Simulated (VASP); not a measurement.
# Ni in VASP: single point with PBEsol

Aim: the single point of Ni with PBEsol.

All numbers are computed with VASP 6.6.1; they aren't measurements. Logs are shortened: lines on timing, memory, paths and dates and some standing lists are left out, and cuts for length are marked.

### 1 The cell of the first run

The cell holds a slab with vacuum, 7 atoms: a = 2.448 Å, b = 2.448 Å, c = 35.994 Å, α = 90.00°, β = 90.00°, γ = 60.00°.

### 2 Single point, PBEsol, collinear spin, ferromagnetic start

The input, INCAR:

```
SYSTEM = Ni
  PREC = Accurate
  ENCUT = 520
  EDIFF = 1E-6
  ISMEAR = 1
  SIGMA = 0.1
  LREAL = .FALSE.
  LASPH = .TRUE.
  NELM = 200
  ALGO = Normal
  ISIF = 2
  LWAVE = .FALSE.
  LCHARG = .TRUE.
  ISPIN = 2
  MAGMOM = 0.8 0.8 0.8 0.8 0.8 0.8 0.8
  LORBIT = 11
  LMAXMIX = 4
  LDIPOL = .TRUE.
  IDIPOL = 3
  DIPOL = 0.5 0.5 0.500
  GGA = PS
  LELF = .TRUE.
  LVHAR = .TRUE.
  LVACPOTAV = .TRUE.
  NBANDS = 48
  GGA_COMPAT = .FALSE.
  NELMDL = -8
```

The input, KPOINTS:

```
Automatic mesh
0
G
  15 15 1
  0 0 0
```

The input, POSCAR:

```
Ni
1.0
    2.4483562810      0.0000000000      0.0000000000
    1.2241781400      2.1203387370      0.0000000000
    0.0000000000      0.0000000000     35.9944471930
Ni
7
Direct
    0.0000000000      0.0000000000      0.3333847561
    0.3333333333      0.3333333333      0.3889231708
    0.6666666667      0.6666666667      0.4444615854
    0.0000000000      0.0000000000      0.5000000000
    0.3333333333      0.3333333333      0.5555384146
    0.6666666667      0.6666666667      0.6110768292
    0.0000000000      0.0000000000      0.6666152439
```

Potentials or basis: VASP PAW PBE potentials, release 64 (Ni).

The run is started by

```
$ cat potpaw_PBE.64/Ni/POTCAR > POTCAR
$ mpirun -np 1 vasp_std > vasp.out
```

OUTCAR:

```text
SYSTEM = Ni
   PREC = Accurate
   ENCUT = 520
   EDIFF = 1E-6
   ISMEAR = 1
   LREAL = .FALSE.
   LASPH = .TRUE.
   NELM = 200
   ISIF = 2
   ISPIN = 2
   LORBIT = 11
   GGA = PS
   NELMDL = -8

 ion  position               nearest neighbor table
   1  0.000  0.000  0.333-   2 2.45   2 2.45   2 2.45
   2  0.333  0.333  0.389-   3 2.45   3 2.45   3 2.45   1 2.45   1 2.45   1 2.45
   3  0.667  0.667  0.444-   4 2.45   2 2.45   2 2.45   2 2.45   4 2.45   4 2.45
   4  0.000  0.000  0.500-   3 2.45   5 2.45   3 2.45   5 2.45   3 2.45   5 2.45
   5  0.333  0.333  0.556-   4 2.45   6 2.45   6 2.45   6 2.45   4 2.45   4 2.45
   6  0.667  0.667  0.611-   5 2.45   5 2.45   5 2.45   7 2.45   7 2.45   7 2.45
   7  0.000  0.000  0.667-   6 2.45   6 2.45   6 2.45

  LATTYP: Found a hexagonal cell.
 ALAT       =     2.4483562809
 C/A-ratio  =    14.7014744031

  Lattice vectors:

 A1 = (  -1.2241781400,  -2.1203387370,   0.0000000000)
 A2 = (   2.4483562810,   0.0000000000,   0.0000000000)
 A3 = (   0.0000000000,   0.0000000000,  35.9944471930)

Analysis of symmetry for initial positions (statically):
=====================================================================
 Subroutine PRICEL returns:
 Original cell was already a primitive cell.

 Routine SETGRP: Setting up the symmetry group for a
 hexagonal supercell.

 Subroutine GETGRP returns: Found 12 space group operations
 (whereof 12 operations were pure point group operations)
 out of a pool of 24 trial point group operations.

The static configuration has the point symmetry D_3d.

Analysis of symmetry for dynamics (positions and initial velocities):
=====================================================================
 Subroutine PRICEL returns:
 Original cell was already a primitive cell.

 Routine SETGRP: Setting up the symmetry group for a
 hexagonal supercell.

 Subroutine GETGRP returns: Found 12 space group operations
 (whereof 12 operations were pure point group operations)
 out of a pool of 24 trial point group operations.

The dynamic configuration has the point symmetry D_3d.

Analysis of structural, dynamic, and magnetic symmetry:
=====================================================================
 Subroutine PRICEL returns:
 Original cell was already a primitive cell.

 Routine SETGRP: Setting up the symmetry group for a
 hexagonal supercell.

 Subroutine GETGRP returns: Found 12 space group operations
 (whereof 12 operations were pure point group operations)
 out of a pool of 24 trial point group operations.

The overall configuration has the point symmetry D_3d.

 Subroutine INISYM returns: Found 12 space group operations
 (whereof 12 operations are pure point group operations),
 and found     1 'primitive' translations

----------------------------------------------------------------------------------------

                                     Primitive cell

  volume of cell :     186.8596

  direct lattice vectors                    reciprocal lattice vectors
     2.448356281  0.000000000  0.000000000     0.408437288 -0.235811378  0.000000000
     1.224178140  2.120338737  0.000000000     0.000000000  0.471622757  0.000000000
     0.000000000  0.000000000 35.994447193     0.000000000  0.000000000  0.027782063

  length of vectors
     2.448356281  2.448356281 35.994447193     0.471622757  0.471622757  0.027782063

  position of ions in fractional coordinates (direct lattice)
     0.000000000  0.000000000  0.333384756
     0.333333333  0.333333333  0.388923171
     0.666666667  0.666666667  0.444461585
     0.000000000  0.000000000  0.500000000
     0.333333333  0.333333333  0.555538415
     0.666666667  0.666666667  0.611076829
     0.000000000  0.000000000  0.666615244

  ion indices of the primitive-cell ions
   primitive index   ion index
                 1           1
                 2           2
                 3           3
                 4           4
[... 55 lines left out ...]
 -0.400000  0.200000  0.000000      6.000000
 [... further k-points ...]
   k-points           NKPTS =     27   k-points in BZ     NKDIM =     27   number of bands    NBANDS=     48
   number of dos      NEDOS =    301   number of ions     NIONS =      7
   total plane-waves  NPLWV =  87480
   dimension x,y,z NGX =    18 NGY =   18 NGZ =  270
   dimension x,y,z NGXF=    36 NGYF=   36 NGZF=  540
   ions per type =               7
   NGX,Y,Z   is equivalent  to a cutoff of  12.22, 12.22, 12.47 a.u.
   NGXF,Y,Z  is equivalent  to a cutoff of  24.44, 24.44, 24.94 a.u.
 SYSTEM =  Ni
   PREC   = accura    normal or accurate (medium, high low for compatibility)
   ISTART =      0    job   : 0-new  1-cont  2-samecut
   ICHARG =      2    charge: 1-file 2-atom 10-const
   ISPIN  =      2    spin polarized calculation?
   LNONCOLLINEAR =      F non collinear calculations
   LSORBIT =      F    spin-orbit coupling
   LASPH  =      T    aspherical Exc in radial PAW
   ENCUT  =  520.0 eV  38.22 Ry    6.18 a.u.   4.55  4.55 66.93*2*pi/ulx,y,z
   NELM   =    200;   NELMIN=  2; NELMDL= -8     # of ELM steps
   EDIFF  = 0.1E-05   stopping-criterion for ELM
   LREAL  =      F    real-space projection
   EDIFFG = 0.1E-04   stopping-criterion for IOM
   NSW    =      0    number of steps for IOM
   IBRION =     -1    ionic relax: 0-MD 1-quasi-New 2-CG
   NFREE  =      0    steps in history (QN), initial steepest desc. (CG)
   ISIF   =      2    stress and relaxation
   ISYM   =      2    0-nonsym 1-usesym 2-fastsym
   POTIM  = 0.5000    time-step for ionic-motion
   TEBEG  =    0.0;   TEEND  =   0.0 temperature during run
   PSTRESS=    0.0 pullay stress
   NELECT =      70.0000    total number of electrons
   NUPDOWN=      -1.0000    fix difference up-down
   EMIN   =  10.00;   EMAX   =-10.00  energy-range for DOS
   EFERMI =   0.00;   METHOD = LEGACY
   ISMEAR =     1;   SIGMA  =   0.10  broadening in eV -4-tet -1-fermi 0-gaus
   EFERMI_NEDOS =   21; number of points for ismear=-14 and -15
   IALGO  =     38    algorithm
   IMIX   =      4    mixing-type and parameters
     AMIX     =   0.40;   BMIX     =  1.00
     AMIX_MAG =   1.60;   BMIX_MAG =  1.00
  volume/ion in A,a.u.               =      26.69       180.14
  Fermi-wavevector in a.u.,A,eV,Ry     =   1.180146  2.230152 18.949439  1.392744
  Thomas-Fermi vector in A             =   2.316444
   LORBIT       =     11    0 simple, 1 ext, 2 COOP (PROOUT), +10 PAW based schemes
   GGA     = PS    functional components
   LHFCALC =     F    Hartree Fock is set to
   AEXX    =    0.0000 exact exchange contribution
   IVDW    =     0    specifies the selected vdW correction
   LEPSILON=     F    determine dielectric tensor
   LRPA    =     F    only Hartree local field effects (RPA)
 spin polarized calculation
 Methfessel and Paxton  Order N= 1 SIGMA  =   0.10
  energy-cutoff  :      520.00
  volume of cell :      186.86
 maximum number of plane-waves:      5104
   NGX =  9   NGY =  9   NGZ =133

 number of electron      69.9999943 magnetization       4.6236519

 dipolmoment           0.000000      0.000000      0.000000 electrons x Angstroem

 Free energy of the ion-electron system (eV)
  ---------------------------------------------------
  ext. energy  EPLUGINS =         0.00000000
  ---------------------------------------------------
  free energy    TOTEN  =       -41.45717243 eV

  energy without entropy =      -41.45576803  energy(sigma->0) =      -41.45670430

 E-fermi :   0.6960     XC(G=0):  -5.8812

 val. band max:        0.6892553623   @ k =   0.4667  -0.0000   0.0000
 cond. band min:       0.6980460755   @ k =   0.2667   0.0667   0.0000
 fundamental gap:      0.0087907132
 Fermi energy:         0.6959658411

 spin component 1

 k-point     1 :       0.0000    0.0000    0.0000
  band No.  band energies     occupation
      1      -8.5310      1.00000
      2      -7.9925      1.00000
      3      -7.1419      1.00000
      4      -6.1197      1.00000
      5      -5.1458      1.00000
      6      -4.5854      1.00000
[... 1189 lines left out ...]
     46       8.9595      0.00000
     47       9.7162      0.00000

 [... further k-points ...]

 spin component 2

 k-point     1 :       0.0000    0.0000    0.0000
  band No.  band energies     occupation
      1      -8.5380      1.00000
      2      -7.9972      1.00000
      3      -7.1396      1.00000
      4      -6.0895      1.00000
      5      -5.0268      1.00000
      6      -4.2947      1.00000
[... 1189 lines left out ...]
     46       9.1551      0.00000
     47       9.9149      0.00000

 [... further k-points ...]

 [bands above 47 left out]

------------------------ aborting loop because EDIFF is reached ----------------------------------------

  FORCE on cell =-STRESS in cart. coord.  units (eV):
  Direction    XX          YY          ZZ          XY          YZ          ZX
  --------------------------------------------------------------------------------------
  -------------------------------------------------------------------------------------
  Total       -1.7732810     -1.7732810     -0.8354848      0.0000000      0.0000000      0.0000000
  in kB      -15.2045223    -15.2045223     -7.1636404      0.0000000      0.0000000      0.0000000
  external PRESSURE =     -12.5242283 kB  Pullay stress =       0.0000000 kB

 VOLUME and BASIS-vectors are now :
 -----------------------------------------------------------------------------
  energy-cutoff  :      520.00
  volume of cell :      186.86
      direct lattice vectors                 reciprocal lattice vectors
     2.448356281  0.000000000  0.000000000     0.408437288 -0.235811378  0.000000000
     1.224178140  2.120338737  0.000000000     0.000000000  0.471622757  0.000000000
     0.000000000  0.000000000 35.994447193     0.000000000  0.000000000  0.027782063

 POSITION                                       TOTAL-FORCE (eV/Angst)
 -----------------------------------------------------------------------------------
      0.00000      0.00000     12.00000        -0.000000     -0.000000      0.181589
      1.22418      0.70678     13.99907         0.000000      0.000000     -0.148576
      2.44836      1.41356     15.99815        -0.000000      0.000000     -0.039474
      0.00000      0.00000     17.99722         0.000000     -0.000000      0.000000
      1.22418      0.70678     19.99630        -0.000000     -0.000000      0.039474
      2.44836      1.41356     21.99537         0.000000     -0.000000      0.148576
      0.00000      0.00000     23.99445         0.000000      0.000000     -0.181589
 -----------------------------------------------------------------------------------
    total drift:                                0.000000      0.000000      0.000000

  FREE ENERGIE OF THE ION-ELECTRON SYSTEM (eV)
  ---------------------------------------------------
  free  energy   TOTEN  =       -41.4571724311 eV

  energy  without entropy=      -41.4557680287  energy(sigma->0) =      -41.45670430

 vacuum level on the upper side and lower side of the slab         5.904         5.904

 total charge

# of ion       s       p       d       tot
------------------------------------------
    1        0.510   0.419   8.313   9.242
    2        0.517   0.544   8.331   9.392
    3        0.522   0.546   8.332   9.401
    4        0.522   0.547   8.335   9.403
    5        0.522   0.546   8.332   9.401
    6        0.517   0.544   8.331   9.392
    7        0.510   0.419   8.313   9.242
--------------------------------------------------
tot          3.621   3.566  58.288  65.475

 magnetization (x)

# of ion       s       p       d       tot
------------------------------------------
    1       -0.004  -0.023   0.718   0.691
    2       -0.006  -0.025   0.721   0.689
    3       -0.006  -0.025   0.673   0.643
    4       -0.007  -0.024   0.662   0.632
    5       -0.006  -0.025   0.673   0.643
    6       -0.006  -0.025   0.721   0.689
    7       -0.004  -0.023   0.718   0.691
--------------------------------------------------
tot         -0.039  -0.168   4.886   4.679
```

It took 48 min on 1 thread of Intel Xeon 8259CL, shared host; peak memory 0.56 GiB.

Results:

- Free energy: -41.4572 eV
- Largest force: 0.182 eV/Å
- Net moment: 4.62 μB per cell
- Site moments: Ni +0.69, +0.64, +0.63 (each value once) μB
- Valence electrons inside the program's atomic spheres: Ni 9.24, 9.39, 9.40 (each value once)

Forces on the atoms (eV/Å):
```
Ni   0.000  0.000  0.182
Ni   0.000  0.000 -0.149
Ni   0.000  0.000 -0.039
Ni   0.000  0.000  0.000
Ni   0.000  0.000  0.039
Ni   0.000  0.000  0.149
Ni   0.000  0.000 -0.182
```

Caveat: the PAW data sets were made with another functional, which shifts forces and pressure a little.
